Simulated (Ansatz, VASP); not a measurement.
Given: the input of a run of Ansatz 0.2.0 on BaZrO3.

The input input.yaml:

```yaml
crystal:
  lattice:
    - [4.2190980275, 0.0, 0.0]
    - [0.0, 4.2190980275, 0.0]
    - [0.0, 0.0, 4.2190980275]
  atoms:
    - { symbol: Ba, position: [0.0, 0.0, 0.0] }
    - { symbol: Zr, position: [0.5, 0.5, 0.5] }
    - { symbol: O, position: [0.5, 0.5, 0.0] }
    - { symbol: O, position: [0.5, 0.0, 0.5] }
    - { symbol: O, position: [0.0, 0.5, 0.5] }
kpoints:
  mp_grid: { grid: [6, 6, 6] }
scf:
  occupations: { method: fermi_dirac, width: 0.05 }
hamiltonian:
  xc: pbesol
  pseudopotentials: { kind: all_electron, lapw: { basis_error: 0.001 } }
output:
  forces: true
  stress: true
  eigenvalues: true
```

Potentials or basis: all-electron LAPW, scalar-relativistic.

Run with:

```console
$ ansatz run input.yaml --threads 4 --pin off --max-ram 12288MiB --backend cpu --events-out ev --progress --plain --runs-dir out
```

Q: Set up the same calculation for VASP 6.6.1. Potentials there: VASP PAW PBE potentials, release 64 (Ba_sv, Zr_sv, O).

A: As run (the cutoff follows the program's own potentials):

File INCAR:

```
SYSTEM = BaZrO3
PREC = Accurate
ENCUT = 520
EDIFF = 1E-6
ISMEAR = -1
SIGMA = 0.05
LREAL = .FALSE.
LASPH = .TRUE.
NELM = 60
ALGO = Normal
ISIF = 2
LWAVE = .FALSE.
LCHARG = .TRUE.
GGA = PS
LELF = .TRUE.
LVHAR = .TRUE.
NBANDS = 28
```

File KPOINTS:

```
regular mesh
0
G
  6 6 6
  0 0 0
```

POSCAR

```
BaZrO3
1.0
    4.2190980275      0.0000000000      0.0000000000
    0.0000000000      4.2190980275      0.0000000000
    0.0000000000      0.0000000000      4.2190980275
Ba Zr O
1 1 3
Direct
    0.0000000000      0.0000000000      0.0000000000
    0.5000000000      0.5000000000      0.5000000000
    0.5000000000      0.5000000000      0.0000000000
    0.5000000000      0.0000000000      0.5000000000
    0.0000000000      0.5000000000      0.5000000000
```

Potentials or basis: VASP PAW PBE potentials, release 64 (Ba_sv, Zr_sv, O).

Command:

```bash
$ cat potpaw_PBE.64/Ba_sv/POTCAR potpaw_PBE.64/Zr_sv/POTCAR potpaw_PBE.64/O/POTCAR > POTCAR
$ mpirun -np 1 vasp_std > vasp.out
```

Both were run:

|  | VASP | Ansatz | Ansatz less VASP |
| --- | --- | --- | --- |
| gap on the k mesh at the Fermi level (eV) | 3.07 | 3.11 | +0.046 |
| least direct gap on the mesh (eV) | 3.31 | 3.33 | +0.019 |
| pressure (GPa) | -3.2 | -4.2 | -1.06 |

VASP's potentials were made for PBE, not for PBEsol. Ansatz ran all-electron here, and VASP with PAW potentials.

Spin-orbit coupling is off throughout.
